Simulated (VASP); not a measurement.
# V (P6_3/mmc) in VASP: relaxation of cell and atoms with LDA

Aim: the relaxation of cell and atoms of V with LDA.

Everything below comes from runs of VASP 6.6.1. Logs are shortened: lines on timing, memory, paths and dates and some standing lists are left out, and cuts for length are marked.

## Step 1: The cell of the first run

The structure is hexagonal, space group P6_3/mmc (No. 194). Conventional cell: a = 2.615 Å, b = 2.615 Å, c = 4.236 Å, α = 90.00°, β = 90.00°, γ = 120.00°. V (site symmetry -6m2) has 12 V at 2.60 to 2.61 Å within 3.4 Å.

## Step 2: Relaxation of cell and atoms, LDA

File INCAR:

```
SYSTEM = V
PREC     = Accurate       ! precision mode
ENCUT    = 600            ! plane-wave cutoff, eV
EDIFF    = 1E-6           ! SCF threshold, eV
ISMEAR   = -1             ! smearing method
SIGMA    = 0.08           ! smearing width, eV
LREAL    = .FALSE.        ! projectors in reciprocal space
LASPH    = .TRUE.         ! aspherical terms in the spheres
NELM     = 100            ! most SCF steps
ALGO     = Normal         ! electronic algorithm
ISIF     = 3              ! what is computed and relaxed
LWAVE    = .FALSE.        ! write WAVECAR
LCHARG   = .FALSE.        ! write CHGCAR
GGA      = CA             ! functional
IBRION   = 2              ! ionic algorithm
NSW      = 60             ! ionic steps
EDIFFG   = -0.005         ! ionic threshold
```

File KPOINTS:

```
Automatic mesh
0
G
  18 18 10
  0 0 0
```

File POSCAR:

```
V
1.0
    2.6148716826      0.0000000000      0.0000000000
   -1.3074358413      2.2645453048      0.0000000000
    0.0000000000      0.0000000000      4.2360921258
V
2
Direct
    0.3333333333      0.6666666667      0.2500000000
    0.6666666667      0.3333333333      0.7500000000
```

Potentials or basis: VASP PAW LDA potentials, release 64 (V_sv).

Command:

```console
$ cat potpaw_LDA.64/V_sv/POTCAR > POTCAR
$ mpirun -np 1 vasp_std > vasp.out
```

OUTCAR:

```text
SYSTEM = V
   PREC = Accurate
   ENCUT = 600
   EDIFF = 1E-6
   ISMEAR = -1
   LREAL = .FALSE.
   LASPH = .TRUE.
   NELM = 100
   ISIF = 3
   GGA = CA
   IBRION = 2
   NSW = 60
   EDIFFG = -0.005

 ion  position               nearest neighbor table
   1  0.333  0.667  0.250-   2 2.60   2 2.60   2 2.60   2 2.60   2 2.60   2 2.60
   2  0.667  0.333  0.750-   1 2.60   1 2.60   1 2.60   1 2.60   1 2.60   1 2.60

  LATTYP: Found a hexagonal cell.
 ALAT       =     2.6148716826
 C/A-ratio  =     1.6200000000

  Lattice vectors:

 A1 = (   2.6148716826,   0.0000000000,   0.0000000000)
 A2 = (  -1.3074358413,   2.2645453048,   0.0000000000)
 A3 = (   0.0000000000,   0.0000000000,   4.2360921258)

Analysis of symmetry for initial positions (statically):
=====================================================================
 Subroutine PRICEL returns:
 Original cell was already a primitive cell.

 Routine SETGRP: Setting up the symmetry group for a
 hexagonal supercell.

 Subroutine GETGRP returns: Found 24 space group operations
 (whereof 12 operations were pure point group operations)
 out of a pool of 24 trial point group operations.

The static configuration has the point symmetry D_3d.
 The point group associated with its full space group is D_6h.

Analysis of symmetry for dynamics (positions and initial velocities):
=====================================================================
 Subroutine PRICEL returns:
 Original cell was already a primitive cell.

 Routine SETGRP: Setting up the symmetry group for a
 hexagonal supercell.

 Subroutine GETGRP returns: Found 24 space group operations
 (whereof 12 operations were pure point group operations)
 out of a pool of 24 trial point group operations.

The dynamic configuration has the point symmetry D_3d.
 The point group associated with its full space group is D_6h.

 Subroutine INISYM returns: Found 24 space group operations
 (whereof 12 operations are pure point group operations),
 and found     1 'primitive' translations

----------------------------------------------------------------------------------------

                                     Primitive cell

  volume of cell :      25.0840

  direct lattice vectors                    reciprocal lattice vectors
     2.614871683  0.000000000  0.000000000     0.382427943  0.220794876  0.000000000
    -1.307435841  2.264545305  0.000000000     0.000000000  0.441589752  0.000000000
     0.000000000  0.000000000  4.236092126     0.000000000  0.000000000  0.236066632

  length of vectors
     2.614871683  2.614871683  4.236092126     0.441589752  0.441589752  0.236066632

  position of ions in fractional coordinates (direct lattice)
     0.333333333  0.666666667  0.250000000
     0.666666667  0.333333333  0.750000000

  ion indices of the primitive-cell ions
   primitive index   ion index
                 1           1
                 2           2

----------------------------------------------------------------------------------------

 KPOINTS: Automatic mesh

Automatic generation of k-mesh.
 Grid dimensions read from file:
 generate k-points for:   18   18   10

 Generating k-lattice:

  Cartesian coordinates                     Fractional coordinates (reciprocal lattice)
     0.021245997  0.012266382  0.000000000     0.055555556  0.000000000  0.000000000
     0.000000000  0.024532764  0.000000000     0.000000000  0.055555556  0.000000000
     0.000000000  0.000000000  0.023606663     0.000000000  0.000000000  0.100000000

  Length of vectors
     0.024532764  0.024532764  0.023606663

  Shift w.r.t. Gamma in fractional coordinates (k-lattice)
     0.000000000  0.000000000  0.000000000

 Subroutine IBZKPT returns following result:
 ===========================================

 Found    222 irreducible k-points:

 Following reciprocal coordinates:
            Coordinates               Weight
  0.000000  0.000000  0.000000      1.000000
  0.055556  0.000000  0.000000      6.000000
  0.111111  0.000000  0.000000      6.000000
  0.166667  0.000000  0.000000      6.000000
  0.222222 -0.000000  0.000000      6.000000
  0.277778  0.000000  0.000000      6.000000
[... 16 lines left out ...]
  0.333333  0.111111  0.000000     12.000000
  0.388889  0.111111  0.000000     12.000000
 [... further k-points ...]
   k-points           NKPTS =    222   k-points in BZ     NKDIM =    222   number of bands    NBANDS=     17
   number of dos      NEDOS =    301   number of ions     NIONS =      2
   total plane-waves  NPLWV =  20736
   dimension x,y,z NGX =    24 NGY =   24 NGZ =   36
   dimension x,y,z NGXF=    48 NGYF=   48 NGZF=   72
   ions per type =               2
   NGX,Y,Z   is equivalent  to a cutoff of  15.26, 15.26, 14.13 a.u.
   NGXF,Y,Z  is equivalent  to a cutoff of  30.52, 30.52, 28.26 a.u.
 SYSTEM =  V
   PREC   = accura    normal or accurate (medium, high low for compatibility)
   ISTART =      0    job   : 0-new  1-cont  2-samecut
   ICHARG =      2    charge: 1-file 2-atom 10-const
   ISPIN  =      1    spin polarized calculation?
   LNONCOLLINEAR =      F non collinear calculations
   LSORBIT =      F    spin-orbit coupling
   LASPH  =      T    aspherical Exc in radial PAW
   ENCUT  =  600.0 eV  44.10 Ry    6.64 a.u.   5.22  5.22  8.46*2*pi/ulx,y,z
   NELM   =    100;   NELMIN=  2; NELMDL= -5     # of ELM steps
   EDIFF  = 0.1E-05   stopping-criterion for ELM
   LREAL  =      F    real-space projection
   EDIFFG = -.5E-02   stopping-criterion for IOM
   NSW    =     60    number of steps for IOM
   IBRION =      2    ionic relax: 0-MD 1-quasi-New 2-CG
   NFREE  =      1    steps in history (QN), initial steepest desc. (CG)
   ISIF   =      3    stress and relaxation
   ISYM   =      2    0-nonsym 1-usesym 2-fastsym
   POTIM  = 0.5000    time-step for ionic-motion
   TEBEG  =    0.0;   TEEND  =   0.0 temperature during run
   PSTRESS=    0.0 pullay stress
   NELECT =      26.0000    total number of electrons
   NUPDOWN=      -1.0000    fix difference up-down
   EMIN   =  10.00;   EMAX   =-10.00  energy-range for DOS
   EFERMI =   0.00;   METHOD = LEGACY
   ISMEAR =    -1;   SIGMA  =   0.08  broadening in eV -4-tet -1-fermi 0-gaus
   EFERMI_NEDOS =   21; number of points for ismear=-14 and -15
   IALGO  =     38    algorithm
   IMIX   =      4    mixing-type and parameters
     AMIX     =   0.40;   BMIX     =  1.00
     AMIX_MAG =   1.60;   BMIX_MAG =  1.00
  volume/ion in A,a.u.               =      12.54        84.64
  Fermi-wavevector in a.u.,A,eV,Ry     =   1.656788  3.130876 37.347277  2.744947
  Thomas-Fermi vector in A             =   2.744653
   LORBIT       =      0    0 simple, 1 ext, 2 COOP (PROOUT), +10 PAW based schemes
   GGA     = CA    functional components
   LHFCALC =     F    Hartree Fock is set to
   AEXX    =    0.0000 exact exchange contribution
   IVDW    =     0    specifies the selected vdW correction
   LEPSILON=     F    determine dielectric tensor
   LRPA    =     F    only Hartree local field effects (RPA)
 conjugate gradient relaxation of ions
 non-spin polarized calculation
  energy-cutoff  :      600.00
  volume of cell :       25.08
 maximum number of plane-waves:       850
 NGX is ok and might be reduce to    24
   NGX = 11   NGY = 11   NGZ = 17

--------------------------------------- Ionic step        1  -------------------------------------------

 number of electron      26.0000002 magnetization

 Free energy of the ion-electron system (eV)
  ---------------------------------------------------
  ext. energy  EPLUGINS =         0.00000000
  ---------------------------------------------------
  free energy    TOTEN  =       -19.27081301 eV

  energy without entropy =      -19.19832406  energy(sigma->0) =      -19.23456853

------------------------ aborting loop because EDIFF is reached ----------------------------------------

  FORCE on cell =-STRESS in cart. coord.  units (eV):
  Direction    XX          YY          ZZ          XY          YZ          ZX
  --------------------------------------------------------------------------------------
  -------------------------------------------------------------------------------------
  Total        0.6243264      0.6243264      2.0840241      0.0000000     -0.0000000     -0.0000000
  in kB       39.8772739     39.8772739    133.1117902      0.0000000     -0.0000000     -0.0000000
  external PRESSURE =      70.9554460 kB  Pullay stress =       0.0000000 kB
[... 21 lines left out ...]
  energy  without entropy=      -19.1983240587  energy(sigma->0) =      -19.23456853

--------------------------------------- Ionic step        2  -------------------------------------------

 number of electron      26.0000004 magnetization

 E-fermi :   9.7768     XC(G=0): -13.1777

 val. band max:        9.7765823744   @ k =   0.3333  -0.0000   0.3000
 cond. band min:       9.7772324987   @ k =   0.1667   0.1667   0.2000
 fundamental gap:      0.0006501244
 Fermi energy:         9.7768149119

 k-point     1 :       0.0000    0.0000    0.0000
  band No.  band energies     occupation
      1     -53.5085      2.00000
      2     -53.3369      2.00000
      3     -28.0966      2.00000
      4     -27.3323      2.00000
      5     -27.3323      2.00000
      6     -27.2397      2.00000
[... 9 lines left out ...]
     16      10.4050      0.00078
     17      11.1783      0.00000
[... 525 lines left out ...]
  FREE ENERGIE OF THE ION-ELECTRON SYSTEM (eV)
  ---------------------------------------------------
  free  energy   TOTEN  =       -19.3068262609 eV

  energy  without entropy=      -19.2298640502  energy(sigma->0) =      -19.26834516

[... ionic steps 4 to 8 ...]

--------------------------------------- Ionic step        9  -------------------------------------------

 number of electron      25.9999994 magnetization

------------------------ aborting loop because EDIFF is reached ----------------------------------------

  FORCE on cell =-STRESS in cart. coord.  units (eV):
  Direction    XX          YY          ZZ          XY          YZ          ZX
  --------------------------------------------------------------------------------------
  -------------------------------------------------------------------------------------
  Total        0.0297446      0.0297446     -0.0421123      0.0000000      0.0000000      0.0000000
  in kB        1.8426274      1.8426274     -2.6087833      0.0000000      0.0000000      0.0000000
  external PRESSURE =       0.3588238 kB  Pullay stress =       0.0000000 kB
[... 57 lines left out ...]
  energy  without entropy=      -19.3119185198  energy(sigma->0) =      -19.34585619

--------------------------------------- Ionic step       11  -------------------------------------------

 number of electron      25.9999993 magnetization

 Free energy of the ion-electron system (eV)
  ---------------------------------------------------
  ext. energy  EPLUGINS =         0.00000000
  ---------------------------------------------------
  free energy    TOTEN  =       -19.37986734 eV

  energy without entropy =      -19.31196749  energy(sigma->0) =      -19.34591741

 E-fermi :  10.3652     XC(G=0): -13.4331

 val. band max:       10.3620692396   @ k =   0.2778   0.0556   0.4000
 cond. band min:      10.3658685245   @ k =   0.5000   0.0000   0.0000
 fundamental gap:      0.0037992849
 Fermi energy:        10.3651521645

 k-point     1 :       0.0000    0.0000    0.0000
  band No.  band energies     occupation
      1     -52.8489      2.00000
      2     -52.7011      2.00000
      3     -27.4433      2.00000
      4     -26.6296      2.00000
      5     -26.4529      2.00000
      6     -26.4529      2.00000
[... 9 lines left out ...]
     16      11.0226      0.00054
     17      12.3346      0.00000
[... 489 lines left out ...]
  FREE ENERGIE OF THE ION-ELECTRON SYSTEM (eV)
  ---------------------------------------------------
  free  energy   TOTEN  =       -19.3798673411 eV

  energy  without entropy=      -19.3119674853  energy(sigma->0) =      -19.34591741

 reached required accuracy - stopping structural energy minimisation
```

Run time: 5.4 min. Hardware: 1 thread of Intel Xeon Platinum 8488C (Sapphire Rapids), shared host; peak memory 0.23 GiB.

What came out:

```
Free energy                            : -19.3799 eV
Relaxed volume                         : 12.93 Å³/atom
Relaxed cell                           : a = 2.540 Å, b = 2.540 Å, c = 4.630 Å, α = 90.00°, β = 90.00°, γ = 120.00°
Space group after relaxing (to 0.05 Å) : P6_3/mmc (No. 194)
Energy gained by relaxing              : 54.5 meV/atom
Ionic steps                            : 11
Pressure after relaxing                : 0.0 GPa
Band gap on the k mesh                 : zero (band 13 reaches 12.12 eV, above the bottom of band 14 at 9.70 eV)
```

The path:
```
step  energy change (eV)  largest force (eV/Å)  pressure (GPa)  volume (Å³)
   1              0.0000                0.0000            7.10        25.08
   2             -0.0200                0.0000           -8.45        27.14
   3             -0.0360                0.0000           -2.76        26.30
   4             -0.0826                0.0000           -3.36        26.33
   5             -0.0078                0.0000           -1.42        26.20
   6             -0.1022                0.0000           -3.46        26.33
   7             -0.1039                0.0000           -3.45        26.33
   8             -0.0962                0.0000            5.81        25.15
   9             -0.1090                0.0000            0.04        25.86
  10             -0.1090                0.0000           -0.17        25.87
  11             -0.1091                0.0000            0.02        25.87
```

Final structure:
```
V
1.0
     2.53979    0.00000    0.00000
    -1.26989    2.19952    0.00000
     0.00000    0.00000    4.63010
V
2
Direct
  0.33333 0.66667 0.25000
  0.66667 0.33333 0.75000
```
